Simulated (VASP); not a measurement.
# CsSnI3 (P4/mmm) in VASP: notebook

Runs on CsSnI3. Level: PBE. Tasks: single point.

All numbers are computed with VASP 6.6.1; they aren't measurements. Logs are shortened: lines on timing, memory, paths and dates and some standing lists are left out, and cuts for length are marked.

**1. The cell of the first run**

The structure is tetragonal, space group P4/mmm (No. 123). Conventional cell: a = 6.179 Å, b = 6.179 Å, c = 6.259 Å, α = 90.00°, β = 90.00°, γ = 90.00°. Cs (site symmetry 4/mmm) has 12 I at 4.37 to 4.40 Å and 8 Sn at 5.37 Å within 5.7 Å. Sn (site symmetry 4/mmm) has 6 I at 3.09 to 3.13 Å within 4.1 Å. I (site symmetry 4/mmm) has 2 Sn at 3.13 Å within 4.1 Å. Within 4.1 Å of I (site symmetry mmm) lie 2 Sn at 3.09 Å.

**2. Single point, PBE (epitaxial xy strain -1.0%)**

Input file INCAR:

```
ALGO = Normal
EDIFF = 1E-7
ENCUT = 520
GGA = PE
ISIF = 2
ISMEAR = -1
LASPH = True
LCHARG = False
LREAL = False
LWAVE = False
NBANDS = 30
NELM = 80
PREC = Accurate
SIGMA = 0.02
```

Input file KPOINTS:

```
k-points
0
Gamma
  4 4 4
```

Input file POSCAR:

```
CsSnI3
1.0
    6.1790757978      0.0000000000      0.0000000000
    0.0000000000      6.1790757978      0.0000000000
    0.0000000000      0.0000000000      6.2590948667
Cs Sn I
1 1 3
Direct
    0.0000000000      0.0000000000      0.0000000000
    0.5000000000      0.5000000000      0.5000000000
    0.5000000000      0.5000000000      0.0000000000
    0.5000000000      0.0000000000      0.5000000000
    0.0000000000      0.5000000000      0.5000000000
```

Potentials or basis: VASP PAW PBE potentials, release 64 (Cs_sv, Sn_d, I).

Launch:

```console
cat potpaw_PBE.64/Cs_sv/POTCAR potpaw_PBE.64/Sn_d/POTCAR potpaw_PBE.64/I/POTCAR > POTCAR
mpirun -np 1 vasp_std > vasp.out
```

OUTCAR:

```text
EDIFF = 1E-7
   ENCUT = 520
   GGA = PE
   ISIF = 2
   ISMEAR = -1
   LASPH = True
   LREAL = False
   NELM = 80
   PREC = Accurate

 ion  position               nearest neighbor table
   1  0.000  0.000  0.000-
   2  0.500  0.500  0.500-   4 3.09   5 3.09   4 3.09   5 3.09   3 3.13   3 3.13
   3  0.500  0.500  0.000-   2 3.13   2 3.13
   4  0.500  0.000  0.500-   2 3.09   2 3.09
   5  0.000  0.500  0.500-   2 3.09   2 3.09

  LATTYP: Found a simple tetragonal cell.
 ALAT       =     6.1790757978
 C/A-ratio  =     1.0129500060

  Lattice vectors:

 A1 = (   6.1790757978,   0.0000000000,   0.0000000000)
 A2 = (   0.0000000000,   6.1790757978,   0.0000000000)
 A3 = (   0.0000000000,   0.0000000000,   6.2590948667)

Analysis of symmetry for initial positions (statically):
=====================================================================
 Subroutine PRICEL returns:
 Original cell was already a primitive cell.

 Routine SETGRP: Setting up the symmetry group for a
 simple tetragonal supercell.

 Subroutine GETGRP returns: Found 16 space group operations
 (whereof 16 operations were pure point group operations)
 out of a pool of 16 trial point group operations.

The static configuration has the point symmetry D_4h.

Analysis of symmetry for dynamics (positions and initial velocities):
=====================================================================
 Subroutine PRICEL returns:
 Original cell was already a primitive cell.

 Routine SETGRP: Setting up the symmetry group for a
 simple tetragonal supercell.

 Subroutine GETGRP returns: Found 16 space group operations
 (whereof 16 operations were pure point group operations)
 out of a pool of 16 trial point group operations.

The dynamic configuration has the point symmetry D_4h.

 Subroutine INISYM returns: Found 16 space group operations
 (whereof 16 operations are pure point group operations),
 and found     1 'primitive' translations

----------------------------------------------------------------------------------------

                                     Primitive cell

  volume of cell :     238.9784

  direct lattice vectors                    reciprocal lattice vectors
     6.179075798  0.000000000  0.000000000     0.161836500  0.000000000  0.000000000
     0.000000000  6.179075798  0.000000000     0.000000000  0.161836500  0.000000000
     0.000000000  0.000000000  6.259094867     0.000000000  0.000000000  0.159767510

  length of vectors
     6.179075798  6.179075798  6.259094867     0.161836500  0.161836500  0.159767510

  position of ions in fractional coordinates (direct lattice)
     0.000000000  0.000000000  0.000000000
     0.500000000  0.500000000  0.500000000
     0.500000000  0.500000000  0.000000000
     0.500000000  0.000000000  0.500000000
     0.000000000  0.500000000  0.500000000

  ion indices of the primitive-cell ions
   primitive index   ion index
                 1           1
                 2           2
                 3           3
                 4           4
                 5           5

----------------------------------------------------------------------------------------

 KPOINTS: k-points

Automatic generation of k-mesh.
 Grid dimensions read from file:
 generate k-points for:    4    4    4

 Generating k-lattice:

  Cartesian coordinates                     Fractional coordinates (reciprocal lattice)
     0.040459125  0.000000000  0.000000000     0.250000000  0.000000000  0.000000000
     0.000000000  0.040459125  0.000000000     0.000000000  0.250000000  0.000000000
     0.000000000  0.000000000  0.039941877     0.000000000  0.000000000  0.250000000

  Length of vectors
     0.040459125  0.040459125  0.039941877

  Shift w.r.t. Gamma in fractional coordinates (k-lattice)
     0.000000000  0.000000000  0.000000000

 Subroutine IBZKPT returns following result:
 ===========================================

 Found     18 irreducible k-points:

 Following reciprocal coordinates:
            Coordinates               Weight
  0.000000  0.000000  0.000000      1.000000
  0.250000  0.000000  0.000000      4.000000
  0.500000  0.000000  0.000000      2.000000
  0.250000  0.250000  0.000000      4.000000
  0.500000  0.250000  0.000000      4.000000
  0.500000  0.500000  0.000000      1.000000
[... 10 lines left out ...]
  0.500000  0.250000  0.500000      4.000000
  0.500000  0.500000  0.500000      1.000000
   k-points           NKPTS =     18   k-points in BZ     NKDIM =     18   number of bands    NBANDS=     30
   number of dos      NEDOS =    301   number of ions     NIONS =      5
   total plane-waves  NPLWV = 110592
   dimension x,y,z NGX =    48 NGY =   48 NGZ =   48
   dimension x,y,z NGXF=    96 NGYF=   96 NGZF=   96
   ions per type =               1   1   3
   NGX,Y,Z   is equivalent  to a cutoff of  12.91, 12.91, 12.75 a.u.
   NGXF,Y,Z  is equivalent  to a cutoff of  25.83, 25.83, 25.50 a.u.
 SYSTEM =  unknown system
   PREC   = accura    normal or accurate (medium, high low for compatibility)
   ISTART =      0    job   : 0-new  1-cont  2-samecut
   ICHARG =      2    charge: 1-file 2-atom 10-const
   ISPIN  =      1    spin polarized calculation?
   LNONCOLLINEAR =      F non collinear calculations
   LSORBIT =      F    spin-orbit coupling
   LASPH  =      T    aspherical Exc in radial PAW
   ENCUT  =  520.0 eV  38.22 Ry    6.18 a.u.  11.49 11.49 11.64*2*pi/ulx,y,z
   NELM   =     80;   NELMIN=  2; NELMDL= -5     # of ELM steps
   EDIFF  = 0.1E-06   stopping-criterion for ELM
   LREAL  =      F    real-space projection
   EDIFFG = 0.1E-05   stopping-criterion for IOM
   NSW    =      0    number of steps for IOM
   IBRION =     -1    ionic relax: 0-MD 1-quasi-New 2-CG
   NFREE  =      0    steps in history (QN), initial steepest desc. (CG)
   ISIF   =      2    stress and relaxation
   ISYM   =      2    0-nonsym 1-usesym 2-fastsym
   POTIM  = 0.5000    time-step for ionic-motion
   TEBEG  =    0.0;   TEEND  =   0.0 temperature during run
   PSTRESS=    0.0 pullay stress
   NELECT =      44.0000    total number of electrons
   NUPDOWN=      -1.0000    fix difference up-down
   EMIN   =  10.00;   EMAX   =-10.00  energy-range for DOS
   EFERMI =   0.00;   METHOD = LEGACY
   ISMEAR =    -1;   SIGMA  =   0.02  broadening in eV -4-tet -1-fermi 0-gaus
   EFERMI_NEDOS =   21; number of points for ismear=-14 and -15
   IALGO  =     38    algorithm
   IMIX   =      4    mixing-type and parameters
     AMIX     =   0.40;   BMIX     =  1.00
     AMIX_MAG =   1.60;   BMIX_MAG =  1.00
  volume/ion in A,a.u.               =      47.80       322.54
  Fermi-wavevector in a.u.,A,eV,Ry     =   0.931336  1.759969 11.801503  0.867386
  Thomas-Fermi vector in A             =   2.057818
   LORBIT       =      0    0 simple, 1 ext, 2 COOP (PROOUT), +10 PAW based schemes
   GGA     = PE    functional components
   LHFCALC =     F    Hartree Fock is set to
   AEXX    =    0.0000 exact exchange contribution
   IVDW    =     0    specifies the selected vdW correction
   LEPSILON=     F    determine dielectric tensor
   LRPA    =     F    only Hartree local field effects (RPA)
 non-spin polarized calculation
  energy-cutoff  :      520.00
  volume of cell :      238.98
 maximum number of plane-waves:      6467
 NGX is ok and might be reduce to    48
   NGX = 23   NGY = 23   NGZ = 23

 number of electron      43.9999987 magnetization

 Free energy of the ion-electron system (eV)
  ---------------------------------------------------
  ext. energy  EPLUGINS =         0.00000000
  ---------------------------------------------------
  free energy    TOTEN  =       -13.94328199 eV

  energy without entropy =      -13.94326105  energy(sigma->0) =      -13.94327152

 E-fermi :   3.0333     XC(G=0):  -7.5232

 val. band max:        2.9123162649   @ k =   0.5000   0.5000   0.5000
 cond. band min:       3.1549454601   @ k =   0.5000   0.5000   0.5000
 fundamental gap:      0.2426291951
 Fermi energy:         3.0333347825

 k-point     1 :       0.0000    0.0000    0.0000
  band No.  band energies     occupation
      1     -19.4250      2.00000
      2     -19.2477      2.00000
      3     -19.2476      2.00000
      4     -19.2286      2.00000
      5     -19.2286      2.00000
      6     -19.2263      2.00000
[... 22 lines left out ...]
     29       7.4292      0.00000
     30       7.6727      0.00000

 k-point     2 :       0.2500    0.0000    0.0000
  band No.  band energies     occupation
      1     -19.4248      2.00000
      2     -19.2477      2.00000
      3     -19.2469      2.00000
      4     -19.2287      2.00000
      5     -19.2286      2.00000
      6     -19.2263      2.00000
[... 22 lines left out ...]
     29       6.8575      0.00000
     30       7.3662      0.00000

 k-point     3 :       0.5000    0.0000    0.0000
  band No.  band energies     occupation
      1     -19.4245      2.00000
      2     -19.2477      2.00000
      3     -19.2460      2.00000
      4     -19.2288      2.00000
      5     -19.2286      2.00000
      6     -19.2264      2.00000
[... 22 lines left out ...]
     29       7.2001      0.00000
     30       7.2895      0.00000

 k-point     4 :       0.2500    0.2500    0.0000
  band No.  band energies     occupation
      1     -19.4246      2.00000
      2     -19.2472      2.00000
      3     -19.2465      2.00000
      4     -19.2287      2.00000
      5     -19.2287      2.00000
      6     -19.2264      2.00000
[... 22 lines left out ...]
     29       7.0708      0.00000
     30       7.3115      0.00000

 k-point     5 :       0.5000    0.2500    0.0000
  band No.  band energies     occupation
      1     -19.4244      2.00000
      2     -19.2471      2.00000
      3     -19.2458      2.00000
      4     -19.2288      2.00000
      5     -19.2287      2.00000
      6     -19.2265      2.00000
[... 22 lines left out ...]
     29       7.3932      0.00000
     30       7.8401      0.00000
[... 328 lines left out ...]
     29       8.0982      0.00000
     30       8.1147      0.00000

 k-point    16 :       0.2500    0.2500    0.5000
  band No.  band energies     occupation
      1     -19.4242      2.00000
      2     -19.2465      2.00000
      3     -19.2459      2.00000
      4     -19.2288      2.00000
      5     -19.2288      2.00000
      6     -19.2264      2.00000
[... 22 lines left out ...]
     29       7.4575      0.00000
     30       7.4614      0.00000

 k-point    17 :       0.5000    0.2500    0.5000
  band No.  band energies     occupation
      1     -19.4240      2.00000
      2     -19.2461      2.00000
      3     -19.2454      2.00000
      4     -19.2289      2.00000
      5     -19.2288      2.00000
      6     -19.2265      2.00000
[... 22 lines left out ...]
     29       7.2021      0.00000
     30       7.7602      0.00000

 k-point    18 :       0.5000    0.5000    0.5000
  band No.  band energies     occupation
      1     -19.4239      2.00000
      2     -19.2455      2.00000
      3     -19.2452      2.00000
      4     -19.2289      2.00000
      5     -19.2289      2.00000
      6     -19.2266      2.00000
[... 22 lines left out ...]
     29       6.9120      0.00000
     30       8.0364      0.00000

------------------------ aborting loop because EDIFF is reached ----------------------------------------

  FORCE on cell =-STRESS in cart. coord.  units (eV):
  Direction    XX          YY          ZZ          XY          YZ          ZX
  --------------------------------------------------------------------------------------
  -------------------------------------------------------------------------------------
  Total        1.4547022      1.4547022      0.7347743      0.0000000      0.0000000      0.0000000
  in kB        9.7527275      9.7527275      4.9261312      0.0000000      0.0000000      0.0000000
  external PRESSURE =       8.1438620 kB  Pullay stress =       0.0000000 kB

 VOLUME and BASIS-vectors are now :
 -----------------------------------------------------------------------------
  energy-cutoff  :      520.00
  volume of cell :      238.98
      direct lattice vectors                 reciprocal lattice vectors
     6.179075798  0.000000000  0.000000000     0.161836500  0.000000000  0.000000000
     0.000000000  6.179075798  0.000000000     0.000000000  0.161836500  0.000000000
     0.000000000  0.000000000  6.259094867     0.000000000  0.000000000  0.159767510

 POSITION                                       TOTAL-FORCE (eV/Angst)
 -----------------------------------------------------------------------------------
      0.00000      0.00000      0.00000         0.000000      0.000000      0.000000
      3.08954      3.08954      3.12955         0.000000      0.000000      0.000000
      3.08954      3.08954      0.00000         0.000000      0.000000      0.000000
      3.08954      0.00000      3.12955         0.000000      0.000000      0.000000
      0.00000      3.08954      3.12955         0.000000      0.000000      0.000000
 -----------------------------------------------------------------------------------
    total drift:                                0.000000     -0.000000     -0.000000

  FREE ENERGIE OF THE ION-ELECTRON SYSTEM (eV)
  ---------------------------------------------------
  free  energy   TOTEN  =       -13.9432819867 eV

  energy  without entropy=      -13.9432610466  energy(sigma->0) =      -13.94327152
```

It took 1.7 min on 1 thread of AMD EPYC 7R43 (Zen 3), shared host; peak memory 0.36 GiB.

Results:

```yaml
Free_energy: -13.9433 eV
Pressure: 0.8 GPa
Band_gap_on_the_k_mesh: 0.24 eV, direct
```

Levels at points of the mesh, in eV from the valence-band top:
| k point | band 18 | band 19 | band 20 | band 21 | band 22 | band 23 | band 24 | band 25 | band 26 | band 27 |
| --- | --- | --- | --- | --- | --- | --- | --- | --- | --- | --- |
| (0.00, 0.00, 0.00) | -2.36 | -2.36 | -2.20 | -2.20 | -2.19 | 2.16 | 3.07 | 3.10 | 3.40 | 3.40 |
| (0.50, 0.00, 0.00) | -2.61 | -2.52 | -2.33 | -2.32 | -1.55 | 1.08 | 3.72 | 3.90 | 4.15 | 4.17 |
| (0.50, 0.50, 0.00) | -2.69 | -2.69 | -2.55 | -1.76 | -0.73 | 0.74 | 0.74 | 3.80 | 4.18 | 4.34 |
| (0.00, 0.00, 0.50) | -2.58 | -2.52 | -2.32 | -2.32 | -1.65 | 1.05 | 3.67 | 3.89 | 4.18 | 4.18 |
| (0.50, 0.00, 0.50) | -2.67 | -2.65 | -2.55 | -1.79 | -0.81 | 0.72 | 0.78 | 4.04 | 4.18 | 4.34 |
| (0.50, 0.50, 0.50) | -2.54 | -1.77 | -1.77 | -1.74 | 0.00 | 0.24 | 0.33 | 0.33 | 2.97 | 3.95 |

Caveat: the cell differs from its parent crystal (epitaxial xy strain -1.0%); spin-orbit coupling is left out, which moves the levels of the heavy elements.

**3. Single point, PBE (epitaxial xy strain +1.0%)**

Input file INCAR:

```
  ALGO = Normal
  EDIFF = 1E-7
  ENCUT = 520
  GGA = PE
  ISIF = 2
  ISMEAR = -1
  LASPH = T
  LCHARG = T
  LELF = T
  LREAL = F
  LVHAR = T
  LWAVE = F
  NBANDS = 30
  NELM = 80
  PREC = Accurate
  SIGMA = 0.02
```

KPOINTS is that of step 2.

Edit POSCAR of step 2 so:

```diff
@@ -2,5 +2,5 @@
 1.0
-    6.1790757978      0.0000000000      0.0000000000
-    0.0000000000      6.1790757978      0.0000000000
-    0.0000000000      0.0000000000      6.2590948667
+    6.3039056119      0.0000000000      0.0000000000
+    0.0000000000      6.3039056119      0.0000000000
+    0.0000000000      0.0000000000      6.2272297984
 Cs Sn I
```

Potentials or basis: VASP PAW PBE potentials, release 64 (Cs_sv, Sn_d, I).

Launch:

```console
cat potpaw_PBE.64/Cs_sv/POTCAR potpaw_PBE.64/Sn_d/POTCAR potpaw_PBE.64/I/POTCAR > POTCAR
mpirun -np 1 vasp_std > vasp.out
```

Run time: 1.9 min. Hardware: 1 thread of AMD EPYC 7R43 (Zen 3), shared host; peak memory 0.37 GiB.

The run converged. Its results:

| Item | Value |
| --- | --- |
| Free energy | -13.9704 eV |
| Pressure | 0.2 GPa |
| Band gap on the k mesh | 0.43 eV, direct |

Stress tensor (GPa, compression positive):
```
0.06 0.00 0.00
0.00 0.06 0.00
0.00 0.00 0.47
```

Levels at points of the mesh, in eV from the valence-band top:
```
           k point  band 19  band 20  band 21  band 22  band 23  band 24  band 25  band 26
(0.00, 0.00, 0.00)    -2.12    -1.99    -1.98    -1.98     2.33     3.31     3.33     3.63
(0.50, 0.00, 0.00)    -2.27    -2.09    -2.09    -1.49     1.18     3.80     4.06     4.23
(0.50, 0.50, 0.00)    -2.40    -2.33    -1.59    -0.77     0.88     0.88     4.13     4.33
(0.00, 0.00, 0.50)    -2.27    -2.10    -2.10    -1.41     1.20     3.85     4.06     4.21
(0.50, 0.00, 0.50)    -2.41    -2.34    -1.57    -0.70     0.84     0.91     3.90     4.33
(0.50, 0.50, 0.50)    -1.58    -1.56    -1.56     0.00     0.43     0.43     0.50     3.17
```

Caveat: the cell differs from its parent crystal (epitaxial xy strain +1.0%); spin-orbit coupling is left out, which moves the levels of the heavy elements. A k mesh can miss the band edges.
